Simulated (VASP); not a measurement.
# CdS (rocksalt type) (Fm-3m) in VASP: notebook

Runs on CdS (rocksalt type). Level: LDA. Tasks: single point, relaxation of cell and atoms.

Program: VASP 6.6.1. These are calculated values, not measurements. Logs are shortened: lines on timing, memory, paths and dates and some standing lists are left out, and cuts for length are marked.

## Step 1: The cell of the first run

It takes space group Fm-3m (No. 225, cubic). Conventional cell: a = 5.230 Å, b = 5.230 Å, c = 5.230 Å, α = 90.00°, β = 90.00°, γ = 90.00°. Cd (site symmetry m-3m) has 6 S at 2.62 Å within 3.4 Å. Within 3.4 Å of S (site symmetry m-3m) lie 6 Cd at 2.62 Å.

## Step 2: Single point, LDA (17.89 Å³/atom)

INCAR reads:

```
PREC = Accurate
ENCUT = 630
EDIFF = 1E-6
ISMEAR = -1
SIGMA = 0.05
LREAL = F
LASPH = T
NELM = 120
ALGO = Normal
ISIF = 2
LWAVE = F
LCHARG = T
GGA = CA
LELF = T
LVHAR = T
NBANDS = 20
GGA_COMPAT = F
```

KPOINTS reads:

```
regular mesh
0
Gamma
  14 14 14
```

POSCAR reads:

```
CdS
1.0
    0.0000000000      2.6152276361      2.6152276361
    2.6152276361      0.0000000000      2.6152276361
    2.6152276361      2.6152276361      0.0000000000
Cd S
1 1
Direct
    0.0000000000      0.0000000000      0.0000000000
    0.5000000000      0.5000000000      0.5000000000
```

Potentials or basis: VASP PAW LDA potentials, release 64 (Cd_sv_GW, S).

Command:

```
$ cat potpaw_LDA.64/Cd_sv_GW/POTCAR potpaw_LDA.64/S/POTCAR > POTCAR
$ mpirun -np 1 vasp_std > vasp.out
```

OUTCAR:

```text
PREC = Accurate
   ENCUT = 630
   EDIFF = 1E-6
   ISMEAR = -1
   LREAL = F
   LASPH = T
   NELM = 120
   ISIF = 2
   GGA = CA

 ion  position               nearest neighbor table
   1  0.000  0.000  0.000-   2 2.62   2 2.62   2 2.62   2 2.62   2 2.62   2 2.62
   2  0.500  0.500  0.500-   1 2.62   1 2.62   1 2.62   1 2.62   1 2.62   1 2.62

  LATTYP: Found a face centered cubic cell.
 ALAT       =     5.2304552722

  Lattice vectors:

 A1 = (   0.0000000000,   2.6152276361,   2.6152276361)
 A2 = (   2.6152276361,   0.0000000000,   2.6152276361)
 A3 = (   2.6152276361,   2.6152276361,   0.0000000000)

Analysis of symmetry for initial positions (statically):
=====================================================================
 Subroutine PRICEL returns:
 Original cell was already a primitive cell.

 Routine SETGRP: Setting up the symmetry group for a
 face centered cubic supercell.

 Subroutine GETGRP returns: Found 48 space group operations
 (whereof 48 operations were pure point group operations)
 out of a pool of 48 trial point group operations.

The static configuration has the point symmetry O_h .

Analysis of symmetry for dynamics (positions and initial velocities):
=====================================================================
 Subroutine PRICEL returns:
 Original cell was already a primitive cell.

 Routine SETGRP: Setting up the symmetry group for a
 face centered cubic supercell.

 Subroutine GETGRP returns: Found 48 space group operations
 (whereof 48 operations were pure point group operations)
 out of a pool of 48 trial point group operations.

The dynamic configuration has the point symmetry O_h .

 Subroutine INISYM returns: Found 48 space group operations
 (whereof 48 operations are pure point group operations),
 and found     1 'primitive' translations

----------------------------------------------------------------------------------------

                                     Primitive cell

  volume of cell :      35.7733

  direct lattice vectors                    reciprocal lattice vectors
     0.000000000  2.615227636  2.615227636    -0.191187946  0.191187946  0.191187946
     2.615227636  0.000000000  2.615227636     0.191187946 -0.191187946  0.191187946
     2.615227636  2.615227636  0.000000000     0.191187946  0.191187946 -0.191187946

  length of vectors
     3.698490392  3.698490392  3.698490392     0.331147236  0.331147236  0.331147236

  position of ions in fractional coordinates (direct lattice)
     0.000000000  0.000000000  0.000000000
[... 62 lines left out ...]
   total plane-waves  NPLWV =  27000
   dimension x,y,z NGX =    30 NGY =   30 NGZ =   30
   dimension x,y,z NGXF=    60 NGYF=   60 NGZF=   60
   ions per type =               1   1
   NGX,Y,Z   is equivalent  to a cutoff of  13.48, 13.48, 13.48 a.u.
   NGXF,Y,Z  is equivalent  to a cutoff of  26.97, 26.97, 26.97 a.u.
 SYSTEM =  unknown system
   PREC   = accura    normal or accurate (medium, high low for compatibility)
   ISTART =      0    job   : 0-new  1-cont  2-samecut
   ICHARG =      2    charge: 1-file 2-atom 10-const
   ISPIN  =      1    spin polarized calculation?
   LNONCOLLINEAR =      F non collinear calculations
   LSORBIT =      F    spin-orbit coupling
   LASPH  =      T    aspherical Exc in radial PAW
   ENCUT  =  630.0 eV  46.30 Ry    6.80 a.u.   7.57  7.57  7.57*2*pi/ulx,y,z
   NELM   =    120;   NELMIN=  2; NELMDL= -5     # of ELM steps
   EDIFF  = 0.1E-05   stopping-criterion for ELM
   LREAL  =      F    real-space projection
[... 7 lines left out ...]
   TEBEG  =    0.0;   TEEND  =   0.0 temperature during run
   PSTRESS=    0.0 pullay stress
   NELECT =      26.0000    total number of electrons
   NUPDOWN=      -1.0000    fix difference up-down
   EMIN   =  10.00;   EMAX   =-10.00  energy-range for DOS
   EFERMI =   0.00;   METHOD = LEGACY
   ISMEAR =    -1;   SIGMA  =   0.05  broadening in eV -4-tet -1-fermi 0-gaus
   EFERMI_NEDOS =   21; number of points for ismear=-14 and -15
   IALGO  =     38    algorithm
   IMIX   =      4    mixing-type and parameters
     AMIX     =   0.40;   BMIX     =  1.00
     AMIX_MAG =   1.60;   BMIX_MAG =  1.00
  volume/ion in A,a.u.               =      17.89       120.70
  Fermi-wavevector in a.u.,A,eV,Ry     =   1.471905  2.781497 29.477081  2.166504
  Thomas-Fermi vector in A             =   2.586984
   LORBIT       =      0    0 simple, 1 ext, 2 COOP (PROOUT), +10 PAW based schemes
   GGA     = CA    functional components
   LHFCALC =     F    Hartree Fock is set to
   AEXX    =    0.0000 exact exchange contribution
   IVDW    =     0    specifies the selected vdW correction
   LEPSILON=     F    determine dielectric tensor
   LRPA    =     F    only Hartree local field effects (RPA)
 non-spin polarized calculation
  energy-cutoff  :      630.00
  volume of cell :       35.77
 maximum number of plane-waves:      1308
   NGX = 15   NGY = 15   NGZ = 15

 number of electron      25.9999987 magnetization

 Free energy of the ion-electron system (eV)
  ---------------------------------------------------
  ext. energy  EPLUGINS =         0.00000000
  ---------------------------------------------------
  free energy    TOTEN  =        -7.26232859 eV

  energy without entropy =       -7.26139049  energy(sigma->0) =       -7.26185954

 E-fermi :   6.4620     XC(G=0): -11.6012

 val. band max:        6.3295298426   @ k =   0.5000   0.0000   0.0000
 cond. band min:       6.5479970878   @ k =   0.4286   0.4286   0.0000
 fundamental gap:      0.2184672452
 Fermi energy:         6.4620343972

 k-point     1 :       0.0000    0.0000    0.0000
  band No.  band energies     occupation
      1     -94.9835      2.00000
      2     -56.3780      2.00000
      3     -56.3780      2.00000
      4     -56.3780      2.00000
      5      -7.5489      2.00000
      6      -1.7479      2.00000
[... 541 lines left out ...]
     19      18.8384      0.00000
     20      19.4176      0.00000

 [... further k-points ...]
[... 5 lines left out ...]
  --------------------------------------------------------------------------------------
  -------------------------------------------------------------------------------------
  Total        1.4894935      1.4894935      1.4894935      0.0000000     -0.0000000      0.0000000
  in kB       66.7099629     66.7099629     66.7099629      0.0000000     -0.0000000      0.0000000
  external PRESSURE =      66.7099629 kB  Pullay stress =       0.0000000 kB

 VOLUME and BASIS-vectors are now :
 -----------------------------------------------------------------------------
  energy-cutoff  :      630.00
  volume of cell :       35.77
      direct lattice vectors                 reciprocal lattice vectors
     0.000000000  2.615227636  2.615227636    -0.191187946  0.191187946  0.191187946
     2.615227636  0.000000000  2.615227636     0.191187946 -0.191187946  0.191187946
     2.615227636  2.615227636  0.000000000     0.191187946  0.191187946 -0.191187946

 POSITION                                       TOTAL-FORCE (eV/Angst)
 -----------------------------------------------------------------------------------
      0.00000      0.00000      0.00000        -0.000000      0.000000     -0.000000
      2.61523      2.61523      2.61523         0.000000     -0.000000      0.000000
 -----------------------------------------------------------------------------------
    total drift:                               -0.000000      0.000000      0.000000

  FREE ENERGIE OF THE ION-ELECTRON SYSTEM (eV)
  ---------------------------------------------------
  free  energy   TOTEN  =        -7.2623285860 eV

  energy  without entropy=       -7.2613904941  energy(sigma->0) =       -7.26185954
```

OSZICAR:

```text
N       E                     dE             d eps       ncg     rms          rms(c)
DAV:   1     0.466583476204E+03    0.46658E+03   -0.16340E+04  4228   0.198E+03
DAV:   2     0.338576449013E+02   -0.43273E+03   -0.40212E+03  4196   0.623E+02
DAV:   3    -0.629861416480E+01   -0.40156E+02   -0.39552E+02  6320   0.225E+02
DAV:   4    -0.773878993619E+01   -0.14402E+01   -0.14389E+01  5768   0.412E+01
DAV:   5    -0.780243254347E+01   -0.63643E-01   -0.63640E-01  6012   0.839E+00    0.225E+01
DAV:   6    -0.729502393682E+01    0.50741E+00   -0.10636E+00  6716   0.220E+01    0.163E+01
DAV:   7    -0.727065105743E+01    0.24373E-01   -0.36804E-01  6456   0.611E+00    0.541E+00
DAV:   8    -0.726275038708E+01    0.79007E-02   -0.36484E-02  6464   0.304E+00    0.424E-01
DAV:   9    -0.726234316738E+01    0.40722E-03   -0.36424E-03  6104   0.150E+00    0.486E-02
DAV:  10    -0.726233054434E+01    0.12623E-04   -0.77569E-05  6408   0.136E-01    0.183E-02
DAV:  11    -0.726232854601E+01    0.19983E-05   -0.11687E-05  6076   0.272E-02    0.997E-03
DAV:  12    -0.726232858596E+01   -0.39941E-07   -0.53150E-07  3028   0.214E-02
   1 F= -.72623286E+01 E0= -.72618595E+01  d E =-.938092E-03
```

It took 47 s on 1 thread of AMD EPYC 9R45 (Zen 5), shared host; peak memory 0.22 GiB.

Results:

```yaml
Free_energy: -7.2623 eV
Pressure: 6.7 GPa
Band_gap_on_the_k_mesh: zero (bands 13 and 14 overlap by 0.04 eV)
```

Levels at points of the mesh, in eV from the Fermi level:
| k point | band 11 | band 12 | band 13 | band 14 | band 15 | band 16 |
| --- | --- | --- | --- | --- | --- | --- |
| (0.00, 0.00, 0.00) | -1.27 | -1.27 | -1.27 | 1.21 | 9.03 | 9.03 |
| (0.50, 0.00, 0.00) | -5.73 | -0.13 | -0.13 | 2.98 | 5.42 | 5.42 |
| (0.50, 0.50, 0.00) | -5.46 | -2.95 | -2.95 | -0.18 | 5.57 | 10.34 |

Caveat: the cell stands under pressure; semilocal functionals underestimate gaps, and a narrow one can read as zero.

(Part 1 of 2 ends here.)

The gap in the log of VASP goes by the Fermi energy; the results here count the filled bands.